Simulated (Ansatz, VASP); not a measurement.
**One calculation of Ru, two programs**

```
Ru
1.0
     0.00000    1.94003    1.94003
     1.94003    0.00000    1.94003
     1.94003    1.94003    0.00000
Ru
1
Direct
  0.00000 0.00000 0.00000
```

Alike in both runs: task single point; functional PBE; k mesh 18 × 18 × 18; occupations gaussian, width 0.1 eV; no spin polarisation.

|  | VASP | Ansatz |
| --- | --- | --- |
| version | VASP 6.6.1 | Ansatz 0.2.0 |
| potentials or method | VASP PAW PBE potentials, release 64 (Ru_pv), cutoff 500 eV | scalar-relativistic, plane waves, PAW |
| valence electrons in the cell | 14 | 16 |

Ansatz gave:

| Quantity | Value |
| --- | --- |
| gap on the k mesh at the Fermi level (eV) | none |
| pressure (GPa) | -14.6 |

Q: Which values does VASP return?

A: gap on the k mesh at the Fermi level (eV): none; pressure (GPa): -14.7.

A gap of «none» marks a metal or a gap that the smearing closes. VASP's potentials hold 14 valence electrons a cell and Ansatz's 16, so a difference there can come from the potentials and not from the codes.
